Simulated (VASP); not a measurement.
# La (P6_3/mmc) in VASP: further runs, part 2 of 2

VASP 6.6.1. The steps go on from the part before.

**5. Relaxation of cell and atoms, PBEsol+D3(BJ)**

This run uses another cell than the first one, of 36.96 Å³/atom, 1.105 times its volume.

Contents of INCAR:

```
SYSTEM = La
PREC     = Accurate       ! precision mode
ENCUT    = 600            ! plane-wave cutoff, eV
EDIFF    = 1E-6           ! SCF threshold, eV
ISMEAR   = -1             ! smearing method
SIGMA    = 0.05           ! smearing width, eV
LREAL    = .False.        ! projectors in reciprocal space
LASPH    = .True.         ! aspherical terms in the spheres
NELM     = 80             ! most SCF steps
ALGO     = Normal         ! electronic algorithm
ISIF     = 3              ! what is computed and relaxed
LWAVE    = .False.        ! write WAVECAR
LCHARG   = .False.        ! write CHGCAR
GGA      = PS             ! functional
IVDW     = 12             ! dispersion correction
IBRION   = 2              ! ionic algorithm
NSW      = 60             ! ionic steps
EDIFFG   = -0.01          ! ionic threshold
```

Contents of KPOINTS:

```
Automatic mesh
0
Gamma
  8 8 5
  0 0 0
```

Contents of POSCAR:

```
La
1.0
    3.7500000000      0.0000000000      0.0000000000
   -1.8750000000      3.2475952642      0.0000000000
    0.0000000000      0.0000000000      6.0700000000
La
2
Direct
    0.6666666667      0.3333333333      0.7500000000
    0.3333333333      0.6666666667      0.2500000000
```

Launch:

```console
> cat potpaw_PBE.64/La/POTCAR > POTCAR
> mpirun -np 1 vasp_std > vasp.out
```

It took 2.1 min on 1 thread of AMD EPYC 9R45 (Zen 5), shared host; peak memory 0.21 GiB.

It converged, with:

- Free energy: -11.7522 eV
- Relaxed volume: 31.02 Å³/atom
- Relaxed cell: a = 3.516 Å, b = 3.516 Å, c = 5.795 Å, α = 90.00°, β = 90.00°, γ = 120.00°
- Space group after relaxing (to 0.05 Å): P6_3/mmc (No. 194)
- Energy gained by relaxing: 73.9 meV/atom
- Ionic steps: 8
- Pressure after relaxing: 0.0 GPa
- Band gap on the k mesh: zero (band 11 reaches 10.63 eV, above the bottom of band 12 at 9.10 eV)
- Dispersion energy per atom: -0.602 eV

The path:
```tsv
step	energy change (eV)	largest force (eV/Å)	pressure (GPa)	volume (Å³)
1	0.0000	0.0000	-3.67	73.92
2	-0.1338	0.0000	-1.18	65.23
3	-0.1449	0.0000	0.04	62.10
4	-0.1449	0.0000	-0.06	62.32
5	-0.1466	0.0000	-0.20	62.22
6	-0.1471	0.0000	0.02	61.89
7	-0.1477	0.0000	0.03	62.05
8	-0.1477	0.0000	0.03	62.04
```

Final structure:
```cif
data_structure
_symmetry_space_group_name_H-M 'P 1'
_symmetry_Int_Tables_number 1
_cell_length_a 3.5161
_cell_length_b 3.5161
_cell_length_c 5.7947
_cell_angle_alpha 90.000
_cell_angle_beta 90.000
_cell_angle_gamma 120.000
_cell_volume 62.04
loop_
_atom_site_label
_atom_site_type_symbol
_atom_site_fract_x
_atom_site_fract_y
_atom_site_fract_z
_atom_site_occupancy
La1 La 0.66667 0.33333 0.75000 1
La2 La 0.33333 0.66667 0.25000 1
```

Levels at points of the mesh, in eV from the Fermi level:
```
           k point  band 9  band 10  band 11  band 12  band 13  band 14
(0.00, 0.00, 0.00)   -3.01    -1.96     1.05     1.46     1.46     1.74
(0.50, 0.00, 0.00)   -2.08    -1.51    -1.23     1.38     1.57     1.67
```

Caveat: the volume moved by over 15 % at a fixed basis, so the end points are rough; the PAW data sets were made with another functional, which shifts forces and pressure a little; spin-orbit coupling is left out, which moves the levels of the heavy elements; the volume moved by -16 % from the deposited cell, more than functionals usually miss; pairwise dispersion overbinds metals, which lowers pressure and volume.

**6. Relaxation of cell and atoms, PBEsol+D4**

This run uses another cell than the first one, of 36.96 Å³/atom, 1.105 times its volume.

Contents of INCAR:

```
SYSTEM = La
  PREC = Accurate
  ENCUT = 600
  EDIFF = 1E-6
  ISMEAR = -1
  SIGMA = 0.05
  LREAL = .False.
  LASPH = .True.
  NELM = 100
  ALGO = Normal
  ISIF = 3
  LWAVE = .False.
  LCHARG = .False.
  GGA = PS
  IVDW = 13
  IBRION = 2
  NSW = 60
  EDIFFG = -0.01
```

Contents of KPOINTS:

```
regular mesh
0
Gamma
  8 8 5
  0 0 0
```

POSCAR is that of step 5.

Potentials or basis: VASP PAW PBE potentials, release 64 (La).

Launch:

```console
> cat potpaw_PBE.64/La/POTCAR > POTCAR
> mpirun -np 1 vasp_std > vasp.out
```

It took 1.8 min on 1 thread of AMD EPYC 9R45 (Zen 5), shared host; peak memory 0.2 GiB.

The run converged. Its results:

```yaml
Free_energy: -10.9901 eV
Relaxed_volume: 33.57 Å³/atom
Relaxed_cell: a = 3.623 Å, b = 3.623 Å, c = 5.908 Å, α = 90.00°, β = 90.00°, γ = 120.00°
Space_group_after_relaxing_to_0.05_Å: P6_3/mmc (No. 194)
Energy_gained_by_relaxing: 23.3 meV/atom
Ionic_steps: 7
Pressure_after_relaxing: 0.0 GPa
Band_gap_on_the_k_mesh: zero (band 11 reaches 9.83 eV, above the bottom of band 12 at 8.39 eV)
Dispersion_energy_per_atom: -0.190 eV
```

Step by step:
```
step  energy change (eV)  largest force (eV/Å)  pressure (GPa)  volume (Å³)
   1              0.0000                0.0000           -2.17        73.92
   2             -0.0440                0.0000           -0.49        68.71
   3             -0.0461                0.0000           -0.04        67.41
   4             -0.0461                0.0000            0.01        67.28
   5             -0.0463                0.0000            0.00        67.25
   6             -0.0465                0.0000            0.00        67.21
   7             -0.0466                0.0000            0.00        67.14
```

Final structure:
```
La
1.0
     3.62259    0.00000    0.00000
    -1.81130    3.13726    0.00000
     0.00000    0.00000    5.90786
La
2
Direct
  0.66667 0.33333 0.75000
  0.33333 0.66667 0.25000
```

Levels at points of the mesh, in eV from the Fermi level:
```csv
k point,band 8,band 9,band 10,band 11,band 12,band 13,band 14,band 15
"(0.00, 0.00, 0.00)",-15.41,-3.14,-1.89,1.10,1.40,1.40,1.68,1.81
"(0.50, 0.00, 0.00)",-15.65,-1.86,-1.33,-1.20,1.30,1.47,1.50,1.62
```

Caveat: the PAW data sets were made with another functional, which shifts forces and pressure a little; spin-orbit coupling is left out, which moves the levels of the heavy elements; pairwise dispersion overbinds metals, which lowers pressure and volume.

**7. The runs side by side**

| task | level | cell | cutoff (eV) | gap on the mesh (eV) | pressure (GPa) | relaxed volume (Å³/atom) |
| --- | --- | --- | --- | --- | --- | --- |
| single point | PBEsol+D4 | a = 3.618, b = 3.618, c = 5.902 Å, angles 90.0, 90.0, 120.0°, 2 atoms | 520 | none | 0.1 | - |
| single point | PBEsol | a = 3.681, b = 3.681, c = 5.926 Å, angles 90.0, 90.0, 120.0°, 2 atoms | 520 | none | 0.1 | - |
| single point | PBEsol+D3(BJ) | a = 3.750, b = 3.750, c = 6.070 Å, angles 90.0, 90.0, 120.0°, 2 atoms | 520 | none | -3.7 | - |
| relaxation of cell and atoms | PBEsol+D3(BJ) | relaxed from a = 3.750, b = 3.750, c = 6.070 Å, angles 90.0, 90.0, 120.0°, 2 atoms | 600 | none | 0.0 | 31.02 |
| relaxation of cell and atoms | PBEsol+D4 | relaxed from a = 3.750, b = 3.750, c = 6.070 Å, angles 90.0, 90.0, 120.0°, 2 atoms | 600 | none | 0.0 | 33.57 |

Alike in all rows: potentials or basis VASP PAW PBE potentials, release 64 (La); no spin polarisation; k mesh 8 × 8 × 5; smearing fermi-dirac 0.05 eV.

Caveats: the PAW data sets were made with another functional, which shifts forces and pressure a little; spin-orbit coupling is left out, which moves the levels of the heavy elements; pairwise dispersion overbinds metals, which lowers pressure and volume (some runs); three body term missing (some runs); the volume moved by over 15 % at a fixed basis, so the end points are rough (some runs); the volume moved by -16 % from the deposited cell, more than functionals usually miss (some runs).

Total energies depend on the potentials used, so only differences within one code and one set of settings carry meaning.
